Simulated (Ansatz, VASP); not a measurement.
## TiO2: VASP beside Ansatz

File INCAR:

```
SYSTEM = TiO2
ALGO = Normal ; EDIFF = 1E-6
ENCUT = 520 ; GGA = PE
ISIF = 2 ; ISMEAR = 0
IVDW = 12 ; LASPH = .TRUE.
LCHARG = .FALSE. ; LDAU = .TRUE.
LDAUJ = 0 0 ; LDAUL = 2 -1
LDAUPRINT = 1 ; LDAUTYPE = 2
LDAUU = 4 0 ; LMAXMIX = 4
LREAL = .FALSE. ; LWAVE = .FALSE.
NBANDS = 19 ; NELM = 150
PREC = Accurate ; SIGMA = 0.05
```

The input KPOINTS:

```
k-points
0
G
  9 9 9
  0 0 0
```

The input POSCAR:

```
TiO2
1.0
    1.4338500000      0.8278336835      5.2476666667
   -1.4338500000      0.8278336835      5.2476666667
    0.0000000000     -1.6556673670      5.2476666667
Ti O
1 2
Direct
    0.0000000000      0.0000000000      0.0000000000
    0.6017580785      0.6017580785      0.6017580785
    0.3982419215      0.3982419215      0.3982419215
```

Input for Ansatz:

```yaml
crystal:
  lattice:
    - [1.43385, 0.8278336835, 5.2476666667]
    - [-1.43385, 0.8278336835, 5.2476666667]
    - [0.0, -1.655667367, 5.2476666667]
  atoms:
    - { symbol: Ti, position: [0.0, 0.0, 0.0] }
    - { symbol: O, position: [0.6017580785, 0.6017580785, 0.6017580785] }
    - { symbol: O, position: [0.3982419215, 0.3982419215, 0.3982419215] }
basis:
  ecutwfc: 520.0
kpoints:
  mp_grid: { grid: [9, 9, 9] }
hamiltonian:
  xc: pbe
  pseudopotentials: { kind: paw, azcp: { folder: soft_1 } }
  dispersion: d3bj
  hubbard: { sites: [{ species: Ti, l: d, u_eff: 4.0 }] }
scf:
  occupations: { method: gaussian, width: 0.05 }
output:
  forces: true
  stress: true
  eigenvalues: true
```

Alike in both runs: task single point; functional PBE; dispersion D3(BJ); k mesh 9 × 9 × 9; occupations gaussian, width 0.05 eV; no spin polarisation; Hubbard terms Ti d U = 4.0 eV.

```csv
,VASP,Ansatz
version,VASP 6.6.1,Ansatz 0.2.0
potentials or method,"VASP PAW PBE potentials, release 64 (Ti_sv, O), cutoff 520 eV","scalar-relativistic, plane waves, PAW"
valence electrons in the cell,24,24
```

|  | VASP | Ansatz | Ansatz less VASP |
| --- | --- | --- | --- |
| gap on the k mesh at the Fermi level (eV) | 3.30 | 3.22 | -0.080 |
| least direct gap on the mesh (eV) | 3.60 | 3.48 | -0.115 |
| pressure (GPa) | 17.1 | 12.7 | -4.46 |
| traceless stress, the component that is largest in VASP (GPa) | -16.16 | -15.65 | +0.508 |
| rms of the force components (eV/Å) | 0.149 | 0.071 | -0.0785 |

The programs project onto different local orbitals, so the same U acts differently, and such runs can settle in different states. Atom by atom the forces differ by 0.220 eV/Å (rms over components).
